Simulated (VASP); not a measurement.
# KBe7 (Pmmm) in VASP: notebook

KBe7 is run at these levels: PBE; tasks: relaxation of cell and atoms, single point.

Everything below comes from runs of VASP 6.6.1. Logs are shortened: lines on timing, memory, paths and dates and some standing lists are left out, and cuts for length are marked.

## Step 1: The cell of the first run

Symmetry: Pmmm, No. 47, orthorhombic system. Conventional cell: a = 2.786 Å, b = 3.939 Å, c = 11.142 Å, α = 90.00°, β = 90.00°, γ = 90.00°. Within 3.7 Å of K (site symmetry mmm) lie 10 Be at 2.79 Å and 2 K at 2.79 Å. Within 3.7 Å of Be (site symmetry mm2) lie 8 Be at 2.79 Å and 4 K at 2.79 Å. Within 3.7 Å of Be (site symmetry mm2) lie 1 K at 2.79 Å and 11 Be at 2.79 Å. Be (site symmetry mm2) has 12 Be at 2.79 Å within 3.7 Å. Within 3.7 Å of Be (site symmetry mmm) lie 12 Be at 2.79 Å.

## Step 2: Relaxation of cell and atoms, PBE

INCAR reads:

```
SYSTEM = KBe7
PREC = Accurate
ENCUT = 600
EDIFF = 1E-6
ISMEAR = 0
SIGMA = 0.1
LREAL = .False.
LASPH = .True.
NELM = 80
ALGO = Normal
ISIF = 3
LWAVE = .False.
LCHARG = .False.
GGA = PE
IBRION = 2
NSW = 90
EDIFFG = -0.04
```

KPOINTS reads:

```
Automatic mesh
0
Gamma
  6 4 2
  0 0 0
```

POSCAR reads:

```
KBe7
1.0
    2.7855437200      0.0000000000      0.0000000000
    0.0000000000      3.9393537000      0.0000000000
    0.0000000000      0.0000000000     11.1421748600
K Be
1 7
Direct
    0.0000000000      0.0000000000      0.0000000000
    0.5000000000      0.5000000000      0.8750000000
    0.0000000000      0.0000000000      0.7500000000
    0.5000000000      0.5000000000      0.6250000000
    0.0000000000      0.0000000000      0.5000000000
    0.5000000000      0.5000000000      0.3750000000
    0.0000000000      0.0000000000      0.2500000000
    0.5000000000      0.5000000000      0.1250000000
```

Potentials or basis: VASP PAW PBE potentials, release 64 (K_sv, Be).

Started as:

```sh
$ cat potpaw_PBE.64/K_sv/POTCAR potpaw_PBE.64/Be/POTCAR > POTCAR
$ mpirun -np 1 vasp_std > vasp.out
```

OUTCAR:

```text
SYSTEM = KBe7
   PREC = Accurate
   ENCUT = 600
   EDIFF = 1E-6
   ISMEAR = 0
   LREAL = .False.
   LASPH = .True.
   NELM = 80
   ISIF = 3
   GGA = PE
   IBRION = 2
   NSW = 90
   EDIFFG = -0.04

 ion  position               nearest neighbor table
   1  0.000  0.000  0.000-   3 2.79   7 2.79   2 2.79   8 2.79   2 2.79   8 2.79   2 2.79   8 2.79
                             2 2.79   8 2.79
   2  0.500  0.500  0.875-   1 2.79   1 2.79   1 2.79   1 2.79
   3  0.000  0.000  0.750-   1 2.79
   4  0.500  0.500  0.625-
   5  0.000  0.000  0.500-
   6  0.500  0.500  0.375-
   7  0.000  0.000  0.250-   1 2.79
   8  0.500  0.500  0.125-   1 2.79   1 2.79   1 2.79   1 2.79

  LATTYP: Found a simple orthorhombic cell.
 ALAT       =     2.7855437200
 B/A-ratio  =     1.4142135597
 C/A-ratio  =     3.9999999928

  Lattice vectors:

 A1 = (   2.7855437200,   0.0000000000,   0.0000000000)
 A2 = (   0.0000000000,   3.9393537000,   0.0000000000)
 A3 = (   0.0000000000,   0.0000000000,  11.1421748600)

Analysis of symmetry for initial positions (statically):
=====================================================================
 Subroutine PRICEL returns:
 Original cell was already a primitive cell.

 Routine SETGRP: Setting up the symmetry group for a
 simple orthorhombic supercell.

 Subroutine GETGRP returns: Found  8 space group operations
 (whereof  8 operations were pure point group operations)
 out of a pool of  8 trial point group operations.

The static configuration has the point symmetry D_2h.

Analysis of symmetry for dynamics (positions and initial velocities):
=====================================================================
 Subroutine PRICEL returns:
 Original cell was already a primitive cell.

 Routine SETGRP: Setting up the symmetry group for a
 simple orthorhombic supercell.

 Subroutine GETGRP returns: Found  8 space group operations
 (whereof  8 operations were pure point group operations)
 out of a pool of  8 trial point group operations.

The dynamic configuration has the point symmetry D_2h.

 Subroutine INISYM returns: Found  8 space group operations
 (whereof  8 operations are pure point group operations),
 and found     1 'primitive' translations

----------------------------------------------------------------------------------------

                                     Primitive cell

  volume of cell :     122.2658

  direct lattice vectors                    reciprocal lattice vectors
     2.785543720  0.000000000  0.000000000     0.358996340  0.000000000  0.000000000
     0.000000000  3.939353700  0.000000000     0.000000000  0.253848747  0.000000000
     0.000000000  0.000000000 11.142174860     0.000000000  0.000000000  0.089749085

  length of vectors
     2.785543720  3.939353700 11.142174860     0.358996340  0.253848747  0.089749085

  position of ions in fractional coordinates (direct lattice)
     0.000000000  0.000000000  0.000000000
     0.500000000  0.500000000  0.875000000
     0.000000000  0.000000000  0.750000000
     0.500000000  0.500000000  0.625000000
     0.000000000  0.000000000  0.500000000
     0.500000000  0.500000000  0.375000000
     0.000000000  0.000000000  0.250000000
     0.500000000  0.500000000  0.125000000

  ion indices of the primitive-cell ions
   primitive index   ion index
                 1           1
                 2           2
                 3           3
                 4           4
                 5           5
                 6           6
                 7           7
                 8           8

----------------------------------------------------------------------------------------

 KPOINTS: Automatic mesh

Automatic generation of k-mesh.
 Grid dimensions read from file:
 generate k-points for:    6    4    2

 Generating k-lattice:

  Cartesian coordinates                     Fractional coordinates (reciprocal lattice)
     0.059832723  0.000000000  0.000000000     0.166666667  0.000000000  0.000000000
     0.000000000  0.063462187  0.000000000     0.000000000  0.250000000  0.000000000
     0.000000000  0.000000000  0.044874543     0.000000000  0.000000000  0.500000000

  Length of vectors
     0.059832723  0.063462187  0.044874543

  Shift w.r.t. Gamma in fractional coordinates (k-lattice)
     0.000000000  0.000000000  0.000000000

 Subroutine IBZKPT returns following result:
 ===========================================

 Found     24 irreducible k-points:

 Following reciprocal coordinates:
            Coordinates               Weight
  0.000000  0.000000  0.000000      1.000000
  0.166667  0.000000  0.000000      2.000000
  0.333333  0.000000  0.000000      2.000000
  0.500000  0.000000  0.000000      1.000000
  0.000000  0.250000  0.000000      2.000000
  0.166667  0.250000  0.000000      4.000000
[... 16 lines left out ...]
  0.333333  0.500000  0.500000      2.000000
  0.500000  0.500000  0.500000      1.000000
   k-points           NKPTS =     24   k-points in BZ     NKDIM =     24   number of bands    NBANDS=     16
   number of dos      NEDOS =    301   number of ions     NIONS =      8
   total plane-waves  NPLWV =  69120
   dimension x,y,z NGX =    24 NGY =   32 NGZ =   90
   dimension x,y,z NGXF=    48 NGYF=   64 NGZF=  180
   ions per type =               1   7
   NGX,Y,Z   is equivalent  to a cutoff of  14.32, 13.50, 13.43 a.u.
   NGXF,Y,Z  is equivalent  to a cutoff of  28.65, 27.01, 26.86 a.u.
 SYSTEM =  KBe7
   PREC   = accura    normal or accurate (medium, high low for compatibility)
   ISTART =      0    job   : 0-new  1-cont  2-samecut
   ICHARG =      2    charge: 1-file 2-atom 10-const
   ISPIN  =      1    spin polarized calculation?
   LNONCOLLINEAR =      F non collinear calculations
   LSORBIT =      F    spin-orbit coupling
   LASPH  =      T    aspherical Exc in radial PAW
   ENCUT  =  600.0 eV  44.10 Ry    6.64 a.u.   5.56  7.87 22.25*2*pi/ulx,y,z
   NELM   =     80;   NELMIN=  2; NELMDL= -5     # of ELM steps
   EDIFF  = 0.1E-05   stopping-criterion for ELM
   LREAL  =      F    real-space projection
   EDIFFG = -.4E-01   stopping-criterion for IOM
   NSW    =     90    number of steps for IOM
   IBRION =      2    ionic relax: 0-MD 1-quasi-New 2-CG
   NFREE  =      1    steps in history (QN), initial steepest desc. (CG)
   ISIF   =      3    stress and relaxation
   ISYM   =      2    0-nonsym 1-usesym 2-fastsym
   POTIM  = 0.5000    time-step for ionic-motion
   TEBEG  =    0.0;   TEEND  =   0.0 temperature during run
   PSTRESS=    0.0 pullay stress
   NELECT =      23.0000    total number of electrons
   NUPDOWN=      -1.0000    fix difference up-down
   EMIN   =  10.00;   EMAX   =-10.00  energy-range for DOS
   EFERMI =   0.00;   METHOD = LEGACY
   ISMEAR =     0;   SIGMA  =   0.10  broadening in eV -4-tet -1-fermi 0-gaus
   EFERMI_NEDOS =   21; number of points for ismear=-14 and -15
   IALGO  =     38    algorithm
   IMIX   =      4    mixing-type and parameters
     AMIX     =   0.40;   BMIX     =  1.00
     AMIX_MAG =   1.60;   BMIX_MAG =  1.00
  volume/ion in A,a.u.               =      15.28       103.14
  Fermi-wavevector in a.u.,A,eV,Ry     =   0.938028  1.772616 11.971719  0.879897
  Thomas-Fermi vector in A             =   2.065198
   LORBIT       =      0    0 simple, 1 ext, 2 COOP (PROOUT), +10 PAW based schemes
   GGA     = PE    functional components
   LHFCALC =     F    Hartree Fock is set to
   AEXX    =    0.0000 exact exchange contribution
   IVDW    =     0    specifies the selected vdW correction
   LEPSILON=     F    determine dielectric tensor
   LRPA    =     F    only Hartree local field effects (RPA)
 conjugate gradient relaxation of ions
 non-spin polarized calculation
 Gauss-broadening in eV      SIGMA  =   0.10
  energy-cutoff  :      600.00
  volume of cell :      122.27
 maximum number of plane-waves:      4116
 NGX is ok and might be reduce to    24
   NGX = 11   NGY = 15   NGZ = 45

--------------------------------------- Ionic step        1  -------------------------------------------

 number of electron      23.0000000 magnetization

 Free energy of the ion-electron system (eV)
  ---------------------------------------------------
  ext. energy  EPLUGINS =         0.00000000
  ---------------------------------------------------
  free energy    TOTEN  =       -17.77156600 eV

  energy without entropy =      -17.75755486  energy(sigma->0) =      -17.76456043

 E-fermi :   2.7540     XC(G=0):  -8.9679

 val. band max:        2.7148463671   @ k =   0.5000   0.5000   0.0000
 cond. band min:       2.7564215021   @ k =   0.3333   0.5000   0.0000
 fundamental gap:      0.0415751350
 Fermi energy:         2.7539960959

 k-point     1 :       0.0000    0.0000    0.0000
  band No.  band energies     occupation
      1     -27.7661      2.00000
      2     -11.5559      2.00000
      3     -11.2449      2.00000
      4     -10.0587      2.00000
      5      -4.7796      2.00000
      6      -3.7347      2.00000
[... 8 lines left out ...]
     15       5.1134      0.00000
     16       5.4615      0.00000
[... 554 lines left out ...]
  FREE ENERGIE OF THE ION-ELECTRON SYSTEM (eV)
  ---------------------------------------------------
  free  energy   TOTEN  =       -20.2996865128 eV

  energy  without entropy=      -20.2732112910  energy(sigma->0) =      -20.28644890

 E-fermi :   5.0084     XC(G=0): -10.0826

 val. band max:        4.9969890967   @ k =   0.1667   0.2500   0.0000
 cond. band min:       5.1106276111   @ k =   0.5000   0.2500   0.5000
 fundamental gap:      0.1136385144
 Fermi energy:         5.0084380160

 k-point     1 :       0.0000    0.0000    0.0000
  band No.  band energies     occupation
      1     -27.2426      2.00000
      2     -10.4705      2.00000
      3     -10.0139      2.00000
      4      -5.2300      2.00000
      5      -5.0207      2.00000
      6      -3.9734      2.00000
[... 8 lines left out ...]
     15       6.5071      0.00000
     16       7.6415      0.00000
[... 420 lines left out ...]
  band No.  band energies     occupation
      1     -24.6458      2.00000
      2     -13.6659      2.00000
      3      -8.5762      2.00000
      4      -8.4615      2.00000
      5       1.3212      2.00000
      6       1.5783      2.00000
[... 8 lines left out ...]
     15       6.4768      0.00000
     16       6.5160      0.00000

[... ionic steps 4 to 29 ...]

--------------------------------------- Ionic step       30  -------------------------------------------

 number of electron      22.9999999 magnetization

------------------------ aborting loop because EDIFF is reached ----------------------------------------

  FORCE on cell =-STRESS in cart. coord.  units (eV):
  Direction    XX          YY          ZZ          XY          YZ          ZX
  --------------------------------------------------------------------------------------
  -------------------------------------------------------------------------------------
  Total       -0.3826304     -0.1913849      0.1723624      0.0000000      0.0000000      0.0000000
  in kB       -6.8505060     -3.4265011      3.0859268      0.0000000      0.0000000      0.0000000
  external PRESSURE =      -2.3970268 kB  Pullay stress =       0.0000000 kB
[... 69 lines left out ...]
  energy  without entropy=      -23.9732611863  energy(sigma->0) =      -23.97897595

--------------------------------------- Ionic step       32  -------------------------------------------

 number of electron      22.9999999 magnetization

 Free energy of the ion-electron system (eV)
  ---------------------------------------------------
  ext. energy  EPLUGINS =         0.00000000
  ---------------------------------------------------
  free energy    TOTEN  =       -23.98562161 eV

  energy without entropy =      -23.97456683  energy(sigma->0) =      -23.98009422

 E-fermi :   5.0031     XC(G=0):  -9.8140

 val. band max:        4.9995412281   @ k =   0.0000   0.2500   0.0000
 cond. band min:       5.1333991552   @ k =   0.3333   0.5000   0.0000
 fundamental gap:      0.1338579271
 Fermi energy:         5.0031429612

 k-point     1 :       0.0000    0.0000    0.0000
  band No.  band energies     occupation
      1     -28.1218      2.00000
      2     -11.2383      2.00000
      3     -10.3185      2.00000
      4      -8.5997      2.00000
      5      -5.7544      2.00000
      6      -4.6079      2.00000
[... 8 lines left out ...]
     15       8.0611      0.00000
     16       9.3499      0.00000
[... 470 lines left out ...]
  FREE ENERGIE OF THE ION-ELECTRON SYSTEM (eV)
  ---------------------------------------------------
  free  energy   TOTEN  =       -23.9856216073 eV

  energy  without entropy=      -23.9745668275  energy(sigma->0) =      -23.98009422

 reached required accuracy - stopping structural energy minimisation
```

Wall time 8.1 min (1 thread of Intel Xeon 6975P-C (Granite Rapids), shared host); peak memory 0.28 GiB.

Results:

```
Free energy                           : -23.9856 eV
Relaxed volume                        : 11.15 Å³/atom
Relaxed cell                          : a = 2.450 Å, b = 2.890 Å, c = 12.603 Å, α = 90.00°, β = 90.00°, γ = 90.00°
Space group after relaxing (to 0.1 Å) : Pmmm (No. 47)
Energy gained by relaxing             : 776.8 meV/atom
Ionic steps                           : 32
Pressure after relaxing               : 0.0 GPa
Largest force after relaxing          : 0.031 eV/Å
Band gap on the k mesh                : zero (an odd number of electrons rules out a gap without spin polarisation)
```

Forces on the atoms (eV/Å):
```
K    0.000  0.000  0.000
Be   0.000  0.000  0.031
Be   0.000  0.000  0.014
Be   0.000  0.000  0.030
Be   0.000  0.000  0.000
Be   0.000  0.000 -0.030
Be   0.000  0.000 -0.014
Be   0.000  0.000 -0.031
```

The path:
| step | energy change (eV) | largest force (eV/Å) | pressure (GPa) | volume (Å³) |
| --- | --- | --- | --- | --- |
| 1 | 0.0000 | 1.9047 | -11.31 | 122.27 |
| 2 | -1.6902 | 2.1544 | -6.85 | 104.08 |
| 3 | -2.5281 | 2.4286 | 5.45 | 86.37 |
| 4 | -3.5862 | 2.0929 | 6.31 | 85.70 |
| 5 | -3.7849 | 3.3530 | 14.49 | 83.39 |
| 6 | -4.4108 | 1.5579 | 8.61 | 84.62 |
| 7 | -5.0953 | 1.4396 | 4.62 | 87.75 |
| 8 | -5.7508 | 1.1318 | -1.10 | 94.50 |
| 9 | -5.7608 | 1.0925 | -1.54 | 95.30 |
| 10 | -5.8935 | 0.7564 | -1.19 | 94.09 |
| 11 | -5.9998 | 0.6123 | 0.87 | 90.49 |
| 12 | -6.0257 | 0.2533 | 0.04 | 91.56 |
| 13 | -6.0259 | 0.2566 | -0.04 | 91.69 |
| 14 | -6.0475 | 0.2058 | -0.16 | 91.46 |
| 15 | -6.0678 | 0.0986 | -0.24 | 90.95 |
| 16 | -6.0682 | 0.1108 | -0.25 | 91.06 |
| 17 | -6.0840 | 0.0962 | -0.04 | 90.66 |
| 18 | -6.0876 | 0.0809 | 0.11 | 90.38 |
| 19 | -6.0919 | 0.0310 | 0.56 | 89.82 |
| 20 | -6.1172 | 0.1642 | 1.55 | 88.61 |
| 21 | -6.1566 | 0.3477 | 3.45 | 85.90 |
| 22 | -6.1586 | 0.3301 | 2.70 | 86.93 |
| 23 | -6.1618 | 0.3426 | 3.08 | 86.36 |
| 24 | -6.1736 | 0.2979 | 2.75 | 86.58 |
| 25 | -6.1825 | 0.2721 | 2.16 | 86.99 |
| 26 | -6.1918 | 0.2284 | 1.74 | 87.41 |
| 27 | -6.2092 | 0.1141 | 0.50 | 88.69 |
| 28 | -6.1989 | 0.1348 | -1.72 | 91.27 |
| 29 | -6.2122 | 0.0668 | -0.28 | 89.54 |
| 30 | -6.2122 | 0.0698 | -0.24 | 89.49 |
| 31 | -6.2131 | 0.0595 | -0.19 | 89.42 |
| 32 | -6.2141 | 0.0313 | -0.04 | 89.23 |

Final structure:
```
CELL_PARAMETERS angstrom
2.44951 0.00000 0.00000
0.00000 2.89027 0.00000
0.00000 0.00000 12.60315
ATOMIC_POSITIONS crystal
K 0.00000 0.00000 0.00000
Be 0.50000 0.50000 0.78120
Be 0.00000 0.00000 0.69082
Be 0.50000 0.50000 0.59722
Be 0.00000 0.00000 0.50000
Be 0.50000 0.50000 0.40278
Be 0.00000 0.00000 0.30918
Be 0.50000 0.50000 0.21880
```

Caveat: the k points lie up to 0.54 Å⁻¹ apart in the final cell, too coarse for converged energies and pressures of a metal; the volume moved by over 15 % at a fixed basis, so the end points are rough.

## Step 3: Relaxation of cell and atoms, PBE

This run uses another cell than the first one, of 11.08 Å³/atom.

INCAR reads:

```
SYSTEM = KBe7
  ALGO = Fast
  EDIFF = 1E-6
  EDIFFG = -0.04
  ENCUT = 600
  GGA = PE
  IBRION = 2
  ISIF = 3
  ISMEAR = 0
  LASPH = .TRUE.
  LCHARG = .FALSE.
  LREAL = .FALSE.
  LWAVE = .FALSE.
  NELM = 60
  NSW = 90
  PREC = Accurate
  SIGMA = 0.1
```

KPOINTS reads:

```
k-points
0
G
  8 6 2
  0 0 0
```

POSCAR reads:

```
KBe7
1.0
    2.4416783331      0.0000000000      0.0000000000
    0.0000000000      2.8998569086      0.0000000000
    0.0000000000      0.0000000000     12.5233450420
K Be
1 7
Direct
    0.0000000000      0.0000000000      0.0000000000
    0.5000000000      0.5000000000      0.7824653692
    0.0000000000      0.0000000000      0.6922533682
    0.5000000000      0.5000000000      0.5977464390
    0.0000000000      0.0000000000      0.5000000000
    0.5000000000      0.5000000000      0.4022535610
    0.0000000000      0.0000000000      0.3077466318
    0.5000000000      0.5000000000      0.2175346308
```

Potentials or basis: VASP PAW PBE potentials, release 64 (K_sv, Be).

Started as:

```sh
$ cat potpaw_PBE.64/K_sv/POTCAR potpaw_PBE.64/Be/POTCAR > POTCAR
$ mpirun -np 1 vasp_std > vasp.out
```

Run time: 2.5 min. Hardware: 1 thread of Intel Xeon 6975P-C (Granite Rapids), shared host; peak memory 0.25 GiB.

Results (log left out):

- Free energy: -23.8589 eV
- Relaxed volume: 11.15 Å³/atom
- Relaxed cell: a = 2.440 Å, b = 2.926 Å, c = 12.498 Å, α = 90.00°, β = 90.00°, γ = 90.00°
- Space group after relaxing (to 0.1 Å): Pmmm (No. 47)
- Energy gained by relaxing: 3.9 meV/atom
- Ionic steps: 8
- Pressure after relaxing: 0.0 GPa
- Largest force after relaxing: 0.020 eV/Å
- Band gap on the k mesh: zero (an odd number of electrons rules out a gap without spin polarisation)

Forces on the atoms (eV/Å):
```
K    0.000  0.000  0.000
Be   0.000  0.000 -0.005
Be   0.000  0.000  0.002
Be   0.000  0.000  0.020
Be   0.000  0.000  0.000
Be   0.000  0.000 -0.020
Be   0.000  0.000 -0.002
Be   0.000  0.000  0.005
```

Stress tensor (GPa, compression positive):
```
-0.35  0.00  0.00
 0.00  0.36  0.00
 0.00  0.00 -0.06
```

The path:
| step | energy change (eV) | largest force (eV/Å) | pressure (GPa) | volume (Å³) |
| --- | --- | --- | --- | --- |
| 1 | 0.0000 | 0.3330 | 0.54 | 88.67 |
| 2 | -0.0252 | 0.1853 | 0.02 | 89.15 |
| 3 | -0.0259 | 0.1717 | -0.03 | 89.19 |
| 4 | -0.0271 | 0.1450 | -0.11 | 89.28 |
| 5 | -0.0288 | 0.0920 | -0.26 | 89.45 |
| 6 | -0.0293 | 0.0224 | -0.56 | 89.79 |
| 7 | -0.0295 | 0.0236 | -0.46 | 89.66 |
| 8 | -0.0311 | 0.0202 | -0.02 | 89.23 |

Final structure:
```xyz
8
Lattice="2.4403 0.0000 0.0000 0.0000 2.9256 0.0000 0.0000 0.0000 12.4980" Properties=species:S:1:pos:R:3 pbc="T T T"
K     0.0000    0.0000    0.0000
Be    1.2201    1.4628    9.7963
Be    0.0000    2.9256    8.6550
Be    1.2201    1.4628    7.4335
Be    0.0000    0.0000    6.2490
Be    1.2201    1.4628    5.0644
Be    0.0000    0.0000    3.8430
Be    1.2201    1.4628    2.7017
```

Levels at points of the mesh, in eV from the Fermi level:
```
           k point  band 7  band 8  band 9  band 10  band 11  band 12  band 13  band 14  band 15  band 16
(0.00, 0.00, 0.00)   -7.78   -5.48   -3.94    -1.02    -0.11     0.83     2.13     2.31     3.19     4.11
(0.50, 0.00, 0.00)   -4.90   -4.70   -3.75    -2.89    -2.20    -0.19     1.61     3.40     3.56     4.54
(0.00, 0.50, 0.00)   -6.40   -6.06   -5.19    -4.09    -3.29    -1.67    -0.40     1.87     1.87     3.88
(0.50, 0.50, 0.00)   -2.84   -2.75   -0.85    -0.77    -0.57     0.28     0.41     0.63     0.84     0.91
(0.00, 0.00, 0.50)   -7.70   -5.75   -3.29    -2.10     0.83     1.29     1.51     2.14     3.15     4.05
(0.50, 0.00, 0.50)   -4.90   -4.71   -3.76    -2.78    -2.32    -0.09     1.34     3.96     4.03     4.31
(0.00, 0.50, 0.50)   -6.39   -6.08   -5.20    -3.96    -3.43    -1.46    -0.77     2.28     2.45     3.44
(0.50, 0.50, 0.50)   -2.82   -2.74   -0.92    -0.83    -0.57     0.28     0.41     0.64     0.84     0.91
```

Caveat: the k points lie up to 0.36 Å⁻¹ apart in the final cell, too coarse for converged energies and pressures of a metal.

[end of part 1 of 2]

The gap in the log of VASP goes by the Fermi energy; the results here count the filled bands.